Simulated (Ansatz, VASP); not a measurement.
## One calculation of Ta4Br, two programs

```
Ta Br
1.0
    -2.96270    2.96270    2.96270
     2.96270   -2.96270    2.96270
     2.96270    2.96270   -2.96270
Ta Br
4 1
Direct
  0.00000 0.00000 0.50000
  0.50000 0.00000 0.00000
  0.50000 0.50000 0.50000
  0.00000 0.50000 0.00000
  0.00000 0.00000 0.00000
```

Change from the starting cell: species swapped into the NiHg4 type (Im-3m, No. 229).

Alike in both runs: task relaxation of cell and atoms; functional PBE; k mesh 10 × 10 × 10; occupations gaussian, width 0.1 eV; no spin polarisation.

|  | VASP | Ansatz |
| --- | --- | --- |
| version | VASP 6.6.1 | Ansatz 0.2.0 |
| potentials or method | VASP PAW PBE potentials, release 64 (Ta_pv, Br), cutoff 600 eV | scalar-relativistic, plane waves, PAW |
| valence electrons in the cell | 51 | 59 |

VASP gave:

- gap on the k mesh at the Fermi level, each at its own relaxed structure (eV): none
- relaxed volume (Å³/atom): 20.79
- relaxed length of the cell vector where the two differ most in proportion (Å): 5.130

**Question.** Estimate Ansatz's values.

**Answer.** gap on the k mesh at the Fermi level, each at its own relaxed structure (eV): none; relaxed volume (Å³/atom): 20.77; relaxed length of the cell vector where the two differ most in proportion (Å): 5.129.

A gap of «none» marks a metal or a gap that the smearing closes. VASP's potentials hold 51 valence electrons a cell and Ansatz's 59, so a difference there can come from the potentials and not from the codes.

Neither program's run includes spin-orbit coupling.
